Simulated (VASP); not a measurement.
# AlGaN2 (P-4m2) in VASP: notebook, part 2 of 2

VASP 6.6.1. The steps go on from the part before.

### Step 3. Single point, r2SCAN

The input, POSCAR:

```
AlGaN2
1.0
    3.1385264203      0.0000000000      0.0000000000
    0.0000000000      3.1385264203      0.0000000000
    0.0000000000      0.0000000000      4.4223567285
Al Ga N
1 1 2
Direct
    0.5000000000      0.5000000000      0.5000000000
    0.0000000000      0.0000000000      0.0000000000
    0.5000000000      0.0000000000      0.7390831711
    0.0000000000      0.5000000000      0.2609168289
```

The input, INCAR.step1:

```
ALGO     = Normal         # electronic algorithm
EDIFF    = 1E-4           # SCF threshold, eV
ENCUT    = 520            # plane-wave cutoff, eV
GGA      = PE             # functional
ISMEAR   = 0              # smearing method
LASPH    = True           # aspherical terms in the spheres
LCHARG   = False          # write CHGCAR
LREAL    = False          # projectors in reciprocal space
LWAVE    = True           # write WAVECAR
NBANDS   = 21             # bands
NELM     = 80             # most SCF steps
PREC     = Accurate       # precision mode
SIGMA    = 0.02           # smearing width, eV
```

The input, INCAR.step2:

```
ALGO     = Normal         # electronic algorithm
EDIFF    = 1E-7           # SCF threshold, eV
ENCUT    = 520            # plane-wave cutoff, eV
ISIF     = 2              # what is computed and relaxed
ISMEAR   = 0              # smearing method
ISTART   = 1            
LASPH    = True           # aspherical terms in the spheres
LCHARG   = False          # write CHGCAR
LMIXTAU  = True         
LREAL    = False          # projectors in reciprocal space
LWAVE    = False          # write WAVECAR
METAGGA  = R2SCAN         # meta-GGA
NBANDS   = 21             # bands
NELM     = 80             # most SCF steps
PREC     = Accurate       # precision mode
SIGMA    = 0.02           # smearing width, eV
```

The input, KPOINTS:

```
k-points
0
Gamma
  8 8 6
```

Potentials or basis: VASP PAW PBE potentials, release 64 (Al, Ga_d, N).

On the command line:

```bash
> cat potpaw_PBE.64/Al/POTCAR potpaw_PBE.64/Ga_d/POTCAR potpaw_PBE.64/N/POTCAR > POTCAR
> cp INCAR.step1 INCAR
> mpirun -np 1 vasp_std > vasp.out
> cp INCAR.step2 INCAR
> mpirun -np 1 vasp_std > vasp.out
```

OUTCAR:

```text
EDIFF = 1E-7
   ENCUT = 520
   ISIF = 2
   ISMEAR = 0
   ISTART = 1
   LASPH = True
   LREAL = False
   METAGGA = R2SCAN
   NELM = 80
   PREC = Accurate

 ion  position               nearest neighbor table
   1  0.500  0.500  0.500-   3 1.89   4 1.89   3 1.89   4 1.89   2 3.13   2 3.13   2 3.13   2 3.13
                             2 3.13   2 3.13   2 3.13   2 3.13
   2  0.000  0.000  0.000-   3 1.95   4 1.95   4 1.95   3 1.95   1 3.13   1 3.13   1 3.13   1 3.13
                             1 3.13   1 3.13   1 3.13   1 3.13
   3  0.500  0.000  0.739-   1 1.89   1 1.89   2 1.95   2 1.95
   4  0.000  0.500  0.261-   1 1.89   1 1.89   2 1.95   2 1.95

  LATTYP: Found a simple tetragonal cell.
 ALAT       =     3.1385264203
 C/A-ratio  =     1.4090551221

  Lattice vectors:

 A1 = (   3.1385264203,   0.0000000000,   0.0000000000)
 A2 = (   0.0000000000,   3.1385264203,   0.0000000000)
 A3 = (   0.0000000000,   0.0000000000,   4.4223567285)

Analysis of symmetry for initial positions (statically):
=====================================================================
 Subroutine PRICEL returns:
 Original cell was already a primitive cell.

 Routine SETGRP: Setting up the symmetry group for a
 simple tetragonal supercell.

 Subroutine GETGRP returns: Found  8 space group operations
 (whereof  8 operations were pure point group operations)
 out of a pool of 16 trial point group operations.

The static configuration has the point symmetry D_2d.

Analysis of symmetry for dynamics (positions and initial velocities):
=====================================================================
 Subroutine PRICEL returns:
 Original cell was already a primitive cell.

 Routine SETGRP: Setting up the symmetry group for a
 simple tetragonal supercell.

 Subroutine GETGRP returns: Found  8 space group operations
 (whereof  8 operations were pure point group operations)
[... 119 lines left out ...]
   EMIN   =  10.00;   EMAX   =-10.00  energy-range for DOS
   EFERMI =   0.00;   METHOD = LEGACY
   ISMEAR =     0;   SIGMA  =   0.02  broadening in eV -4-tet -1-fermi 0-gaus
   EFERMI_NEDOS =   21; number of points for ismear=-14 and -15
   IALGO  =     38    algorithm
   IMIX   =      4    mixing-type and parameters
     AMIX     =   0.40;   BMIX     =  1.00
     AMIX_MAG =   1.60;   BMIX_MAG =  1.00
  volume/ion in A,a.u.               =      10.89        73.49
  Fermi-wavevector in a.u.,A,eV,Ry     =   1.378365  2.604732 25.849565  1.899889
  Thomas-Fermi vector in A             =   2.503433
   LORBIT       =      0    0 simple, 1 ext, 2 COOP (PROOUT), +10 PAW based schemes
   METAGGA = R2SCAN    functional components
   LHFCALC =     F    Hartree Fock is set to
   AEXX    =    0.0000 exact exchange contribution
   IVDW    =     0    specifies the selected vdW correction
   LEPSILON=     F    determine dielectric tensor
   LRPA    =     F    only Hartree local field effects (RPA)
 non-spin polarized calculation
 Gauss-broadening in eV      SIGMA  =   0.02
  energy-cutoff  :      520.00
  volume of cell :       43.56
 maximum number of plane-waves:      1208
 NGX is ok and might be reduce to    24
   NGX = 11   NGY = 11   NGZ = 17

 number of electron      25.9999981 magnetization

 Free energy of the ion-electron system (eV)
  ---------------------------------------------------
  ext. energy  EPLUGINS =         0.00000000
  ---------------------------------------------------
  free energy    TOTEN  =       -41.07488707 eV

  energy without entropy =      -41.07488707  energy(sigma->0) =      -41.07488707

 E-fermi :   5.5339     XC(G=0): -12.0768

 val. band max:        5.4007020928   @ k =   0.0000   0.0000   0.0000
 cond. band min:       8.7788634160   @ k =   0.0000   0.0000   0.0000
 fundamental gap:      3.3781613232
 Fermi energy:         5.5338674216

 k-point     1 :       0.0000    0.0000    0.0000
  band No.  band energies     occupation
      1     -10.8994      2.00000
      2      -9.3009      2.00000
      3      -7.9226      2.00000
      4      -7.9226      2.00000
      5      -7.8509      2.00000
      6      -7.6939      2.00000
[... 565 lines left out ...]
     20      18.4474      0.00000
     21      18.4851      0.00000

 [... further k-points ...]
[... 5 lines left out ...]
  --------------------------------------------------------------------------------------
  -------------------------------------------------------------------------------------
  Total        0.0817002      0.0817002      0.1046984      0.0000000      0.0000000     -0.0000000
  in kB        3.0048866      3.0048866      3.8507501      0.0000000      0.0000000     -0.0000000
  external PRESSURE =       3.2868411 kB  Pullay stress =       0.0000000 kB

 VOLUME and BASIS-vectors are now :
 -----------------------------------------------------------------------------
  energy-cutoff  :      520.00
  volume of cell :       43.56
      direct lattice vectors                 reciprocal lattice vectors
     3.138526420  0.000000000  0.000000000     0.318620864  0.000000000  0.000000000
     0.000000000  3.138526420  0.000000000     0.000000000  0.318620864  0.000000000
     0.000000000  0.000000000  4.422356728     0.000000000  0.000000000  0.226123775

 POSITION                                       TOTAL-FORCE (eV/Angst)
 -----------------------------------------------------------------------------------
      1.56926      1.56926      2.21118         0.000000      0.000000     -0.000000
      0.00000      0.00000      0.00000         0.000000     -0.000000     -0.000000
      1.56926      0.00000      3.26849         0.000000     -0.000000     -0.090628
      0.00000      1.56926      1.15387         0.000000     -0.000000      0.090628
 -----------------------------------------------------------------------------------
    total drift:                                0.000000      0.000000      0.000000

  FREE ENERGIE OF THE ION-ELECTRON SYSTEM (eV)
  ---------------------------------------------------
  free  energy   TOTEN  =       -41.0748870749 eV

  energy  without entropy=      -41.0748870749  energy(sigma->0) =      -41.07488707
```

It took 68 s on 1 thread of Intel Xeon 6975P-C (Granite Rapids), shared host; peak memory 0.2 GiB.

What came out:

```
Free energy            : -41.0749 eV
Pressure               : 0.3 GPa
Largest force          : 0.091 eV/Å
Band gap on the k mesh : 3.38 eV, direct
```

Forces in eV/Å, atoms in the order of the input:
```
Al   0.000  0.000  0.000
Ga   0.000  0.000  0.000
N    0.000  0.000 -0.091
N    0.000  0.000  0.091
```

Levels at points of the mesh, in eV from the valence-band top:
```
           k point  band 11  band 12  band 13  band 14  band 15  band 16
(0.00, 0.00, 0.00)    -0.22     0.00     0.00     3.38     4.08     8.38
(0.50, 0.00, 0.00)    -2.90    -1.05    -0.67     7.79     7.83     8.74
(0.50, 0.50, 0.00)    -2.32    -2.32    -2.31     3.84     3.84     7.01
(0.00, 0.00, 0.50)    -1.63    -0.99    -0.99     5.84     5.99     8.71
(0.50, 0.00, 0.50)    -0.91    -0.61    -0.55     5.83     7.31    10.02
(0.50, 0.50, 0.50)    -3.35    -3.24    -3.24     6.78     6.78     9.63
```

Caveat: the PAW data sets were made with another functional, which shifts forces and pressure a little. r2SCAN opens gaps a little over a GGA but as a rule still falls short of measured ones.
